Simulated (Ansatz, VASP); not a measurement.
**Two plane-wave programs on InP**

INCAR

```
PREC = Accurate
ENCUT = 520
EDIFF = 1E-6
ISMEAR = 0
SIGMA = 0.02
LREAL = F
LASPH = T
NELM = 80
ALGO = Normal
ISIF = 2
LWAVE = F
LCHARG = F
GGA = PE
NBANDS = 16
```

File KPOINTS:

```
regular mesh
0
Gamma
  10 10 10
```

File POSCAR:

```
InP
1.0
    0.0000000000      3.0384810877      3.0384810877
    3.0384810877      0.0000000000      3.0384810877
    3.0384810877      3.0384810877      0.0000000000
In P
1 1
Direct
    0.0000000000      0.0000000000      0.0000000000
    0.2500000000      0.2500000000      0.2500000000
```

Input for Ansatz:

```yaml
crystal:
  lattice:
    - [0.0, 3.0384810877, 3.0384810877]
    - [3.0384810877, 0.0, 3.0384810877]
    - [3.0384810877, 3.0384810877, 0.0]
  atoms:
    - { symbol: In, position: [0.0, 0.0, 0.0] }
    - { symbol: P, position: [0.25, 0.25, 0.25] }
basis:
  ecutwfc: 420
kpoints:
  mp_grid: { grid: [10, 10, 10] }
hamiltonian:
  xc: pbe
scf:
  occupations: { method: gaussian, width: 0.02 }
output:
  forces: true
  stress: true
  eigenvalues: true
```

Alike in both runs: task single point; functional PBE; k mesh 10 × 10 × 10; occupations gaussian, width 0.02 eV; no spin polarisation.

|  | VASP | Ansatz |
| --- | --- | --- |
| version | VASP 6.6.1 | Ansatz 0.2.0 |
| potentials or method | VASP PAW PBE potentials, release 64 (In_d, P), cutoff 520 eV | scalar-relativistic, plane waves, PAW |
| valence electrons in the cell | 18 | 18 |

```csv
,VASP,Ansatz,Ansatz less VASP
gap on the k mesh at the Fermi level (eV),0.12,0.12,+0.003
least direct gap on the mesh (eV),0.12,0.12,+0.003
pressure (GPa),-3.1,-3.0,+0.04
```
